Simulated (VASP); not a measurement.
**SnTe: single point with LDA**

Crystal: SnTe.

```
CELL_PARAMETERS angstrom
0.00000 3.58691 3.58691
3.58691 0.00000 3.58691
3.58691 3.58691 0.00000
ATOMIC_POSITIONS crystal
Te 0.25000 0.25000 0.25000
Sn 0.00000 0.00000 0.00000
```

```
Program                : VASP 6.6.1
Task                   : single point
Functional             : LDA
Potentials or basis    : VASP PAW LDA potentials, release 64 (Te, Sn_d)
Cutoff                 : 520 eV
k mesh                 : 7 × 7 × 7
Occupations            : fermi-dirac, width 0.05 eV
Spin                   : no spin polarisation
Dipole correction      : no
Further INCAR settings : ALGO = Normal; EDIFF = 1e-06; NBANDS = 17
```

* Pressure: -1.8 GPa
* Band gap on the k mesh: 0.21 eV, indirect (least direct gap 0.73 eV)

Levels at points of the mesh, in eV from the valence-band top:
```csv
k point,band 6,band 7,band 8,band 9,band 10,band 11,band 12,band 13,band 14,band 15
"(0.00, 0.00, 0.00)",-11.47,-5.04,-1.76,-1.76,-1.76,1.15,1.15,1.15,4.08,6.64
```

It took 13 s on 1 thread of Intel(R) Xeon(R) 6975P-C (Granite Rapids) (shared host), peak memory 0.2 GiB.

Caveat: spin-orbit coupling is left out, which moves the levels of the heavy elements. A k mesh can miss the band edges.
